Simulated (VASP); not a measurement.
Write the native input for VASP 6.6.1 that does the following.

| Item | Value |
| --- | --- |
| Task | single point |
| Functional | PBE |
| Potentials or basis | VASP PAW PBE potentials, release 64 (Mg, O) |
| Cutoff | 520 eV |
| k mesh | 6 × 6 × 2 |
| Occupations | gaussian, width 0.2 eV |
| Spin | no spin polarisation |
| Dipole correction | no |
| Further INCAR settings | ALGO = Normal; EDIFF = 1e-06; NBANDS = 26 |

The structure of Mg2O5 lies in POSCAR:

```
Mg2O5
1.0
    3.1299654963      0.0000000000      0.0000000000
   -1.5649827481      2.7106296327      0.0000000000
    0.0000000000      0.0000000000      8.7586749799
Mg O
2 5
Direct
    0.6666666667      0.3333333333      0.8588726754
    0.3333333333      0.6666666667      0.1411273246
    0.3333333333      0.6666666667      0.7435796959
    0.3333333333      0.6666666667      0.5860871124
    0.6666666667      0.3333333333      0.2564203041
    0.6666666667      0.3333333333      0.4139128876
    0.0000000000      0.0000000000      0.0000000000
```

The input as run:

INCAR

```
  ALGO = Normal
  EDIFF = 1E-6
  ENCUT = 520
  GGA = PE
  ISIF = 2
  ISMEAR = 0
  LASPH = T
  LCHARG = F
  LREAL = F
  LWAVE = F
  NBANDS = 26
  NELM = 60
  PREC = Accurate
  SIGMA = 0.2
```

KPOINTS

```
k-points
0
Gamma
  6 6 2
```

Potentials or basis: VASP PAW PBE potentials, release 64 (Mg, O).

The run is started by

```sh
$ cat potpaw_PBE.64/Mg/POTCAR potpaw_PBE.64/O/POTCAR > POTCAR
$ mpirun -np 1 vasp_std > vasp.out
```

Results of the run:

```yaml
Pressure: 0.1 GPa
Largest_force: 0.338 eV/Å
Band_gap_on_the_k_mesh: zero (bands 17 and 18 overlap by 0.42 eV)
```

Caveat: the k points lie up to 0.39 Å⁻¹ apart; semilocal functionals underestimate gaps, and a narrow one can read as zero.

Wall time 13 s on 1 thread of Intel(R) Xeon(R) 6975P-C (Granite Rapids) (shared host), peak memory 0.19 GiB.
